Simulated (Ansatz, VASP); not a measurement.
## One calculation of CrB2, two programs

INCAR

```
SYSTEM = CrB2
PREC = Accurate
ENCUT = 500
EDIFF = 1E-6
ISMEAR = -1
SIGMA = 0.1
LREAL = .False.
LASPH = .True.
NELM = 200
ALGO = Normal
ISIF = 2
LWAVE = .False.
LCHARG = .False.
ISPIN = 2
MAGMOM = 3 0 0
LORBIT = 11
LMAXMIX = 4
NBANDS = 20
GGA_COMPAT = .False.
```

File KPOINTS:

```
regular mesh
0
Gamma
  10 10 9
  0 0 0
```

The input POSCAR:

```
CrB2
1.0
    2.9700000000      0.0000000000      0.0000000000
   -1.4850000000      2.5720954492      0.0000000000
    0.0000000000      0.0000000000      3.0700000000
Cr B
1 2
Direct
    0.0000000000      0.0000000000      0.0000000000
    0.3333333333      0.6666666667      0.5000000000
    0.6666666667      0.3333333333      0.5000000000
```

Input for Ansatz:

```yaml
crystal:
  lattice:
    a: 2.97
    b: 2.97
    c: 3.07
    alpha: 90.0
    beta: 90.0
    gamma: 120.0
  atoms:
    - { symbol: Cr, position: [0.0, 0.0, 0.0] }
    - { symbol: B, position: [0.3333333333333333, 0.6666666666666666, 0.5] }
    - { symbol: B, position: [0.6666666666666666, 0.3333333333333333, 0.5] }
kpoints:
  mp_grid:
    grid: [10, 10, 9]
hamiltonian:
  xc: lda
magnetization:
  spin_polarized: true
  per_species:
    Cr: 3.0
scf:
  occupations:
    method: fermi_dirac
    width: 0.1
output:
  eigenstates:
    nscf_kmesh:
      grid: [8, 8, 7]
    exchange_couplings:
      magnetic:
        - { species: Cr }
```

Alike in both runs: task single point; functional LDA; k mesh 10 × 10 × 9; occupations fermi-dirac, width 0.1 eV; collinear spin.

```csv
,VASP,Ansatz
version,VASP 6.6.1,Ansatz 0.2.0
potentials or method,"VASP PAW LDA potentials, release 64 (Cr_pv, B)","plane waves, PAW"
plane-wave cutoff (eV),500,420
valence electrons in the cell,18,20
```

Ansatz gave:

- gap on the k mesh at the Fermi level (eV): none
- net moment per atom (μB): 0.27
- size of the moment on the site where the two differ most (μB): 0.74

Task: What did VASP give for the same quantities?

Result: gap on the k mesh at the Fermi level (eV): none; net moment per atom (μB): 0.23; size of the moment on the site where the two differ most (μB): 0.66.

LDA's correlation is that of Perdew and Zunger in VASP and of Perdew and Wang (1992) in Ansatz. Site moments also hang on the region over which each program counts them. A gap of «none» marks a metal or a gap that the smearing closes. VASP's potentials hold 18 valence electrons a cell and Ansatz's 20, so a difference there can come from the potentials and not from the codes.
